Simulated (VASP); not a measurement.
# Os (P6_3/mmc) in VASP: density of states with PBE

Aim: the density of states of Os with PBE.

Everything below comes from runs of VASP 6.6.1. Logs are shortened: lines on timing, memory, paths and dates and some standing lists are left out, and cuts for length are marked.

## 1. The cell of the first run

The structure is hexagonal, space group P6_3/mmc (No. 194). Conventional cell: a = 2.757 Å, b = 2.757 Å, c = 4.354 Å, α = 90.00°, β = 90.00°, γ = 120.00°. Within 3.6 Å of Os (site symmetry -6m2) lie 12 Os at 2.70 to 2.76 Å.

## 2. Density of states, PBE

POSCAR reads:

```
Os
1.0
    1.3785840000      2.3877750000      0.0000000000
   -1.3785840000      2.3877750000      0.0000000000
    0.0000000000      0.0000000000      4.3536890000
Os
2
Direct
    0.3333300000      0.3333400000      0.2500000000
    0.6666600000      0.6666700000      0.7500000000
```

INCAR.step1 reads:

```
PREC     = Accurate       # precision mode
ENCUT    = 520            # plane-wave cutoff, eV
EDIFF    = 1E-7           # SCF threshold, eV
ISMEAR   = -1             # smearing method
SIGMA    = 0.1            # smearing width, eV
LREAL    = F              # projectors in reciprocal space
LASPH    = T              # aspherical terms in the spheres
NELM     = 80             # most SCF steps
ALGO     = Normal         # electronic algorithm
ISIF     = 2              # what is computed and relaxed
LWAVE    = F              # write WAVECAR
LCHARG   = T              # write CHGCAR
LMAXMIX  = 4              # l up to which the mixer works
GGA      = PE             # functional
NBANDS   = 15             # bands
```

KPOINTS.step1 reads:

```
regular mesh
0
Gamma
  14 14 8
```

INCAR.step2 reads:

```
PREC     = Accurate       # precision mode
ENCUT    = 520            # plane-wave cutoff, eV
EDIFF    = 1E-7           # SCF threshold, eV
ISMEAR   = -5             # smearing method
SIGMA    = 0.1            # smearing width, eV
LREAL    = F              # projectors in reciprocal space
LASPH    = T              # aspherical terms in the spheres
NELM     = 80             # most SCF steps
ALGO     = Normal         # electronic algorithm
ISIF     = 2              # what is computed and relaxed
LWAVE    = F              # write WAVECAR
LCHARG   = F              # write CHGCAR
LMAXMIX  = 4              # l up to which the mixer works
GGA      = PE             # functional
LORBIT   = 11             # projections on sites
NBANDS   = 15             # bands
NEDOS    = 1001           # points of the DOS
ICHARG   = 11             # starting density
```

KPOINTS.step2 reads:

```
regular mesh
0
Gamma
  21 21 12
```

Potentials or basis: VASP PAW PBE potentials, release 64 (Os).

Run with:

```
cat potpaw_PBE.64/Os/POTCAR > POTCAR
cp INCAR.step1 INCAR
cp KPOINTS.step1 KPOINTS
mpirun -np 1 vasp_std > vasp.out
cp INCAR.step2 INCAR
cp KPOINTS.step2 KPOINTS
mpirun -np 1 vasp_std > vasp.out
```

OUTCAR:

```text
PREC = Accurate
   ENCUT = 520
   EDIFF = 1E-7
   ISMEAR = -5
   LREAL = F
   LASPH = T
   NELM = 80
   ISIF = 2
   GGA = PE
   LORBIT = 11
   ICHARG = 11

 ion  position               nearest neighbor table
   1  0.333  0.333  0.250-   2 2.70   2 2.70   2 2.70   2 2.70   2 2.70   2 2.70
   2  0.667  0.667  0.750-   1 2.70   1 2.70   1 2.70   1 2.70   1 2.70   1 2.70

  LATTYP: Found a hexagonal cell.
 ALAT       =     2.7571658085
 C/A-ratio  =     1.5790450420

  Lattice vectors:

 A1 = (   1.3785840000,  -2.3877750000,   0.0000000000)
 A2 = (   1.3785840000,   2.3877750000,   0.0000000000)
 A3 = (   0.0000000000,   0.0000000000,   4.3536890000)

Analysis of symmetry for initial positions (statically):
=====================================================================
 Subroutine PRICEL returns:
 Original cell was already a primitive cell.

 Routine SETGRP: Setting up the symmetry group for a
 hexagonal supercell.

 Subroutine GETGRP returns: Found  8 space group operations
 (whereof  2 operations were pure point group operations)
 out of a pool of 24 trial point group operations.

The static configuration has the point symmetry C_2 .
 The point group associated with its full space group is D_2h.

Analysis of symmetry for dynamics (positions and initial velocities):
=====================================================================
 Subroutine PRICEL returns:
 Original cell was already a primitive cell.

 Routine SETGRP: Setting up the symmetry group for a
 hexagonal supercell.

 Subroutine GETGRP returns: Found  8 space group operations
 (whereof  2 operations were pure point group operations)
 out of a pool of 24 trial point group operations.

The dynamic configuration has the point symmetry C_2 .
 The point group associated with its full space group is D_2h.

 Subroutine INISYM returns: Found  8 space group operations
 (whereof  2 operations are pure point group operations),
 and found     1 'primitive' translations

----------------------------------------------------------------------------------------

                                     Primitive cell

  volume of cell :      28.6625

  direct lattice vectors                    reciprocal lattice vectors
     1.378584000  2.387775000  0.000000000     0.362690993  0.209399964  0.000000000
    -1.378584000  2.387775000  0.000000000    -0.362690993  0.209399964  0.000000000
     0.000000000  0.000000000  4.353689000     0.000000000  0.000000000  0.229690270
[... 98 lines left out ...]
   NUPDOWN=      -1.0000    fix difference up-down
   EMIN   =  10.00;   EMAX   =-10.00  energy-range for DOS
   EFERMI =   0.00;   METHOD = LEGACY
   ISMEAR =    -5;   SIGMA  =   0.10  broadening in eV -4-tet -1-fermi 0-gaus
   EFERMI_NEDOS =   21; number of points for ismear=-14 and -15
   IALGO  =     38    algorithm
   IMIX   =      4    mixing-type and parameters
     AMIX     =   0.40;   BMIX     =  1.00
     AMIX_MAG =   1.60;   BMIX_MAG =  1.00
  volume/ion in A,a.u.               =      14.33        96.71
  Fermi-wavevector in a.u.,A,eV,Ry     =   1.347959  2.547274 24.721712  1.816995
  Thomas-Fermi vector in A             =   2.475667
   LORBIT       =     11    0 simple, 1 ext, 2 COOP (PROOUT), +10 PAW based schemes
   GGA     = PE    functional components
   LHFCALC =     F    Hartree Fock is set to
   AEXX    =    0.0000 exact exchange contribution
   IVDW    =     0    specifies the selected vdW correction
   LEPSILON=     F    determine dielectric tensor
   LRPA    =     F    only Hartree local field effects (RPA)
 non-spin polarized calculation
 Fermi weights with tetrahedron method with Bloechl corrections
  energy-cutoff  :      520.00
  volume of cell :       28.66
 maximum number of plane-waves:       796
 NGX is ok and might be reduce to    24

 number of electron      15.9999999 magnetization

 Free energy of the ion-electron system (eV)
  ---------------------------------------------------
  ext. energy  EPLUGINS =         0.00000000
  ---------------------------------------------------
  free energy    TOTEN  =       -22.49822683 eV

  energy without entropy =      -22.49822683  energy(sigma->0) =      -22.49822683

 E-fermi :   9.1266     XC(G=0): -13.9188

 val. band max:        9.1416872240   @ k =   0.3810   0.0000   0.3333
 cond. band min:       9.1054130712   @ k =   0.2857   0.2857   0.1667
 fundamental gap:     -0.0362741528
 Fermi energy:         9.1266124186

 k-point     1 :       0.0000    0.0000    0.0000
  band No.  band energies     occupation
      1      -1.6200      2.00000
      2       1.5401      2.00000
      3       6.1562      2.00000
      4       6.1562      2.00000
      5       6.4055      2.00000
      6       6.9658      2.00000
      7       6.9659      2.00000
      8       7.5875      2.00000
      9       7.5876      2.00000
     10       9.1357      1.99932
     11      10.7275      0.00000
     12      10.7277      0.00000
     13      17.8960      0.00000
     14      23.1437      0.00000
[... 401 lines left out ...]
      2       2.0640      2.00000
      3       5.3483      2.00000
      4       6.6186      2.00000
      5       6.6812      2.00000
      6       6.7102      2.00000
      7       7.0840      2.00000
      8       7.0886      2.00000
      9       7.5010      2.00000
     10       7.8759      2.00000
     11      10.9746      0.00000
     12      13.2015      0.00000
     13      17.8157      0.00000
     14      24.2910      0.00000
     15      26.5686      0.00000

 [... further k-points ...]
[... 5 lines left out ...]
  --------------------------------------------------------------------------------------
  -------------------------------------------------------------------------------------
  Total       -0.3204575     -0.3194741     -0.4882643     -0.0000000      0.0000000      0.0000000
  in kB      -17.9129467    -17.8579766    -27.2930137     -0.0000000      0.0000000      0.0000000
  external PRESSURE =     -21.0213123 kB  Pullay stress =       0.0000000 kB

 VOLUME and BASIS-vectors are now :
 -----------------------------------------------------------------------------
  energy-cutoff  :      520.00
  volume of cell :       28.66
      direct lattice vectors                 reciprocal lattice vectors
     1.378584000  2.387775000  0.000000000     0.362690993  0.209399964  0.000000000
    -1.378584000  2.387775000  0.000000000    -0.362690993  0.209399964  0.000000000
     0.000000000  0.000000000  4.353689000     0.000000000  0.000000000  0.229690270

 POSITION                                       TOTAL-FORCE (eV/Angst)
 -----------------------------------------------------------------------------------
     -0.00001      1.59186      1.08842         0.000000     -0.000286      0.000000
     -0.00001      3.18369      3.26527         0.000000      0.000286      0.000000
 -----------------------------------------------------------------------------------
    total drift:                               -0.000000      0.000000     -0.000000

  FREE ENERGIE OF THE ION-ELECTRON SYSTEM (eV)
  ---------------------------------------------------
  free  energy   TOTEN  =       -22.4982268317 eV

  energy  without entropy=      -22.4982268317  energy(sigma->0) =      -22.49822683

 total charge

# of ion       s       p       d       tot
------------------------------------------
    1        0.651   0.761   5.987   7.399
    2        0.651   0.761   5.987   7.399
--------------------------------------------------
tot          1.303   1.521  11.974  14.799
```

OUTCAR.step1:

```text
PREC = Accurate
   ENCUT = 520
   EDIFF = 1E-7
   ISMEAR = -1
   LREAL = F
[... 657 lines left out ...]
     -0.00001      1.59186      1.08842         0.000000     -0.000136      0.000000
     -0.00001      3.18369      3.26527         0.000000      0.000136     -0.000000
 -----------------------------------------------------------------------------------
    total drift:                               -0.000000     -0.000000     -0.000000

  FREE ENERGIE OF THE ION-ELECTRON SYSTEM (eV)
  ---------------------------------------------------
  free  energy   TOTEN  =       -22.5175477392 eV

  energy  without entropy=      -22.4723528662  energy(sigma->0) =      -22.49495030
```

OSZICAR.step1:

```text
N       E                     dE             d eps       ncg     rms          rms(c)
DAV:   1     0.102290144297E+03    0.10229E+03   -0.74139E+03  8550   0.102E+03
DAV:   2    -0.190199509948E+02   -0.12131E+03   -0.10625E+03  8690   0.326E+02
DAV:   3    -0.239206538642E+02   -0.49007E+01   -0.47151E+01 11574   0.569E+01
DAV:   4    -0.239597656052E+02   -0.39112E-01   -0.39052E-01  9230   0.525E+00
DAV:   5    -0.239599742517E+02   -0.20865E-03   -0.20863E-03 11624   0.361E-01    0.221E+01
DAV:   6    -0.228448414541E+02    0.11151E+01   -0.96418E-01 10853   0.834E+00    0.982E+00
DAV:   7    -0.225257450959E+02    0.31910E+00   -0.64108E-01 11063   0.667E+00    0.489E-01
DAV:   8    -0.225203012737E+02    0.54438E-02   -0.62775E-03  8704   0.586E-01    0.318E-01
DAV:   9    -0.225175463533E+02    0.27549E-02   -0.15416E-03 10461   0.389E-01    0.502E-02
DAV:  10    -0.225175701441E+02   -0.23791E-04   -0.68518E-05 10923   0.717E-02    0.118E-02
DAV:  11    -0.225175486123E+02    0.21532E-04   -0.41166E-06  9684   0.212E-02    0.168E-03
DAV:  12    -0.225175479969E+02    0.61534E-06   -0.79442E-08  8715   0.271E-03    0.109E-03
DAV:  13    -0.225175477857E+02    0.21124E-06   -0.68984E-09  5857   0.775E-04    0.299E-04
DAV:  14    -0.225175477392E+02    0.46466E-07   -0.17969E-09  5136   0.534E-04
   1 F= -.22517548E+02 E0= -.22494950E+02  d E =-.451949E-01
```

It took 2.6 min on 1 thread of Intel Xeon Platinum 8488C (Sapphire Rapids), shared host; peak memory 0.42 GiB.

Results:

- Valence electrons inside the program's atomic spheres: Os 7.40

Caveat: spin-orbit coupling is left out, which moves the levels of the heavy elements; tetrahedron occupations give inexact forces and stress in metals.
